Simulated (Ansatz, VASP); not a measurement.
# BiH: VASP beside Ansatz

The input INCAR:

```
SYSTEM = BiH
  PREC = Accurate
  ENCUT = 600
  EDIFF = 1E-6
  ISMEAR = 0
  SIGMA = 0.1
  LREAL = .FALSE.
  LASPH = .TRUE.
  NELM = 80
  ALGO = Normal
  ISIF = 3
  LWAVE = .FALSE.
  LCHARG = .FALSE.
  GGA = PE
  IBRION = 2
  NSW = 90
  EDIFFG = -0.0325
```

KPOINTS

```
Automatic mesh
0
G
  6 6 4
  0 0 0
```

File POSCAR:

```
BiH
1.0
    4.3673425917      0.0000000000      0.0000000000
   -2.1836712959      3.7822296315      0.0000000000
    0.0000000000      0.0000000000      4.2539081170
Bi H
2 2
Direct
    0.3333333333      0.6666666667      0.2500000000
    0.6666666667      0.3333333333      0.7500000000
    0.0000000000      0.0000000000      0.0000000000
    1.0000000000      0.0000000000      0.5000000000
```

Input for Ansatz:

```yaml
crystal:
  lattice:
    - [4.3673425917, 0.0, 0.0]
    - [-2.1836712959, 3.7822296315, 0.0]
    - [0.0, 0.0, 4.253908117]
  atoms:
    - { symbol: Bi, position: [0.3333333333, 0.6666666667, 0.25] }
    - { symbol: Bi, position: [0.6666666667, 0.3333333333, 0.75] }
    - { symbol: H, position: [0.0, 0.0, 0.0] }
    - { symbol: H, position: [1.0, 0.0, 0.5] }
basis:
  ecutwfc: 420
kpoints:
  mp_grid: { grid: [6, 6, 4] }
hamiltonian:
  xc: pbe
scf:
  occupations: { method: gaussian, width: 0.1 }
output:
  forces: true
  stress: true
  eigenvalues: true
relax:
  adjacent_minimum: "off"
  f_tol: 0.0325
  max_steps: 70
  cell: { stress_tol: 0.24 }
```

Alike in both runs: task relaxation of cell and atoms; functional PBE; k mesh 6 × 6 × 4; occupations gaussian, width 0.1 eV; no spin polarisation.

|  | VASP | Ansatz |
| --- | --- | --- |
| version | VASP 6.6.1 | Ansatz 0.2.0 |
| potentials or method | VASP PAW PBE potentials, release 64 (Bi_d, H), cutoff 600 eV | scalar-relativistic, plane waves, PAW |
| valence electrons in the cell | 32 | 32 |

|  | VASP | Ansatz | Ansatz less VASP |
| --- | --- | --- | --- |
| gap on the k mesh at the Fermi level, each at its own relaxed structure (eV) | none | none | - |
| relaxed volume (Å³/atom) | 17.30 | 17.31 | +0.005 |
| relaxed length of the cell vector where the two differ most in proportion (Å) | 4.942 | 4.902 | -0.0394 |

A gap of «none» marks a metal or a gap that the smearing closes.

The k mesh is coarse, so the values compare programs but aren't converged. Spin-orbit coupling is off throughout.
